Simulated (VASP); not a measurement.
Wanted: the native input for a VASP 6.6.1 run.

```yaml
Task: single point
Functional: PBEsol
Potentials_or_basis: VASP PAW PBE potentials, release 64 (In_d, Sb)
Cutoff: 500 eV
k_mesh: 5 × 5 × 5
Occupations: gaussian, width 0.01 eV
Spin: no spin polarisation
Dipole_correction: no
Further_INCAR_settings: ALGO = Normal; EDIFF = 1e-06; NBANDS = 22
```

The structure of InSb3 lies in POSCAR:

```
InSb3
1.0
    0.0000000000      3.7222482167      3.7222482167
    3.7222482167      0.0000000000      3.7222482167
    3.7222482167      3.7222482167      0.0000000000
In Sb
1 3
Direct
    0.0000000000      0.0000000000      0.0000000000
    0.5000000000      0.5000000000      0.5000000000
    0.2500000000      0.2500000000      0.2500000000
    0.7500000000      0.7500000000      0.7500000000
```

These files were run (other wordings do the same):

INCAR

```
SYSTEM = InSb3
PREC = Accurate ; ENCUT = 500
EDIFF = 1E-6 ; ISMEAR = 0
SIGMA = 0.01 ; LREAL = .FALSE.
LASPH = .TRUE. ; NELM = 120
ALGO = Normal ; ISIF = 2
LWAVE = .FALSE. ; LCHARG = .FALSE.
GGA = PS ; NBANDS = 22
GGA_COMPAT = .FALSE.
```

KPOINTS

```
regular mesh
0
G
  5 5 5
  0 0 0
```

Potentials or basis: VASP PAW PBE potentials, release 64 (In_d, Sb).

The run is started by

```sh
$ cat potpaw_PBE.64/In_d/POTCAR potpaw_PBE.64/Sb/POTCAR > POTCAR
$ mpirun -np 1 vasp_std > vasp.out
```

It gave:

The pressure is 0.0 GPa and the band gap on the k mesh is zero (bands 14 and 15 overlap by 2.47 eV).

Caveat: the PAW data sets were made with another functional, which shifts forces and pressure a little; spin-orbit coupling is left out, which moves the levels of the heavy elements.

It took 16 s on 1 thread of Intel(R) Xeon(R) Platinum 8559C (Emerald Rapids) (shared host), peak memory 0.24 GiB.
